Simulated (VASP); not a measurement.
A run of VASP 6.6.1 is set up as follows.

Contents of INCAR:

```
PREC     = Accurate       # precision mode
ENCUT    = 520            # plane-wave cutoff, eV
EDIFF    = 1E-7           # SCF threshold, eV
ISMEAR   = 0              # smearing method
SIGMA    = 0.1            # smearing width, eV
LREAL    = False          # projectors in reciprocal space
LASPH    = True           # aspherical terms in the spheres
NELM     = 150            # most SCF steps
ALGO     = Normal         # electronic algorithm
ISIF     = 2              # what is computed and relaxed
LWAVE    = False          # write WAVECAR
LCHARG   = True           # write CHGCAR
ISPIN    = 2              # spin polarisation
MAGMOM   = 0 0 0 0 0 0 0 0 0 0 0 0 1 # initial moments
LORBIT   = 11             # projections on sites
LDIPOL   = True         
IDIPOL   = 3            
DIPOL    = 0.5 0.5 0.304
LELF     = True           # ELF
LVHAR    = True         
LVACPOTAV= True         
NBANDS   = 40             # bands
```

KPOINTS

```
Automatic mesh
0
Gamma
  5 5 1
```

File POSCAR:

```
Al12Ga
1.0
    5.6343731020      0.0000000000      0.0000000000
    0.0000000000      5.6343731020      0.0000000000
    0.0000000000      0.0000000000     21.1039189491
Al Ga
12 1
Direct
    0.2500000000      0.2500000000      0.1895382564
    0.2500000000      0.7500000000      0.1895382564
    0.7500000000      0.2500000000      0.1895382564
    0.7500000000      0.7500000000      0.1895382564
    0.0000000000      0.0000000000      0.2867506898
    0.0000000000      0.5000000000      0.2867506898
    0.5000000000      0.0000000000      0.2867506898
    0.5000000000      0.5000000000      0.2867506898
    0.2500000000      0.2500000000      0.3840006668
    0.2500000000      0.7500000000      0.3840006668
    0.7500000000      0.2500000000      0.3840006668
    0.7500000000      0.7500000000      0.3840006668
    0.5000000000      0.5000000000      0.5067266878
```

Potentials or basis: VASP PAW LDA potentials, release 64 (Al, Ga_d).

Command:

```bash
$ cat potpaw_LDA.64/Al/POTCAR potpaw_LDA.64/Ga_d/POTCAR > POTCAR
$ mpirun -np 1 vasp_std > vasp.out
```

Q: Estimate the net moment.

A: 0.00 μB per cell.

Q: What does it give for the largest force?

A: 1.213 eV/Å.

Forces in eV/Å, atoms in the order of the input:
```
Al   0.039  0.039 -0.003
Al   0.039 -0.039 -0.003
Al  -0.039  0.039 -0.003
Al  -0.039 -0.039 -0.003
Al   0.000  0.000  0.029
Al   0.000  0.000  0.091
Al   0.000  0.000  0.091
Al   0.000  0.000  0.004
Al   0.073  0.073  0.253
Al   0.073 -0.073  0.253
Al  -0.073  0.073  0.253
Al  -0.073 -0.073  0.253
Ga   0.000  0.000 -1.213
```
